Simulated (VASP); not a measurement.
Crystal: CuI.

```
I Cu
1.0
     0.00000    3.03150    3.03150
     3.03150    0.00000    3.03150
     3.03150    3.03150    0.00000
I Cu
1 1
Direct
  0.00000 0.00000 0.00000
  0.75000 0.75000 0.75000
```

| Item | Value |
| --- | --- |
| Program | VASP 6.6.1 |
| Task | relaxation of cell and atoms |
| Functional | PBE |
| Dispersion | D4 |
| Potentials or basis | VASP PAW PBE potentials, release 64 (I, Cu) |
| Cutoff | 600 eV |
| k mesh | 8 × 8 × 8 |
| Occupations | fermi-dirac, width 0.05 eV |
| Spin | no spin polarisation |

At the start: pressure -1.9 GPa; volume 27.86 Å³/atom.

**Question.** How do energy, volume and symmetry change on relaxing?

**Answer.** Over 3 steps the energy falls by 7.7 meV/atom and the volume is 26.64 Å³/atom (-4.4 %); space group F-43m (No. 216, to 0.1 Å) before and after.

The path:
```csv
step,energy change (eV),largest force (eV/Å),pressure (GPa),volume (Å³)
1,0.0000,0.0000,-1.90,55.72
2,-0.0153,0.0000,0.17,53.10
3,-0.0154,0.0000,-0.02,53.27
```

Final structure:
```
I Cu
1.0
     0.00000    2.98648    2.98648
     2.98648    0.00000    2.98648
     2.98648    2.98648    0.00000
I Cu
1 1
Direct
  0.00000 0.00000 0.00000
  0.75000 0.75000 0.75000
```
